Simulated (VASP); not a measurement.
Wanted: the native input for a VASP 6.6.1 run.

```
Task                   : single point
Functional             : PBE
Potentials or basis    : VASP PAW PBE potentials, release 64 (Ba_sv, Te)
Cutoff                 : 520 eV
k mesh                 : 8 × 8 × 8
Occupations            : gaussian, width 0.05 eV
Spin                   : no spin polarisation
Dipole correction      : no
Further INCAR settings : ALGO = Normal; EDIFF = 1e-06; NBANDS = 15
```

The structure of BaTe lies in POSCAR:

```
BaTe
1.0
    0.0000000000      4.0408000422      4.0408000422
    4.0408000422      0.0000000000      4.0408000422
    4.0408000422      4.0408000422      0.0000000000
Ba Te
1 1
Direct
    0.0000000000      0.0000000000      0.0000000000
    0.2500000000      0.2500000000      0.2500000000
```

This cell differs from its parent crystal: volume scaled by 1.100.

The input as run:

INCAR

```
SYSTEM = BaTe
  PREC = Accurate
  ENCUT = 520
  EDIFF = 1E-6
  ISMEAR = 0
  SIGMA = 0.05
  LREAL = .False.
  LASPH = .True.
  NELM = 100
  ALGO = Normal
  ISIF = 2
  LWAVE = .False.
  LCHARG = .True.
  GGA = PE
  LELF = .True.
  LVHAR = .True.
  NBANDS = 15
```

KPOINTS

```
Automatic mesh
0
Gamma
  8 8 8
  0 0 0
```

Potentials or basis: VASP PAW PBE potentials, release 64 (Ba_sv, Te).

Command:

```bash
$ cat potpaw_PBE.64/Ba_sv/POTCAR potpaw_PBE.64/Te/POTCAR > POTCAR
$ mpirun -np 1 vasp_std > vasp.out
```

Results of the run:

```json
{
  "Pressure": "-1.3 GPa",
  "Band gap on the k mesh": "2.44 eV, indirect (least direct gap 2.76 eV)"
}
```

Caveat: spin-orbit coupling is left out, which moves the levels of the heavy elements.

Run time: 49 s on 1 thread of Intel(R) Xeon(R) Platinum 8488C (Sapphire Rapids), on a shared host, peak memory 0.33 GiB.
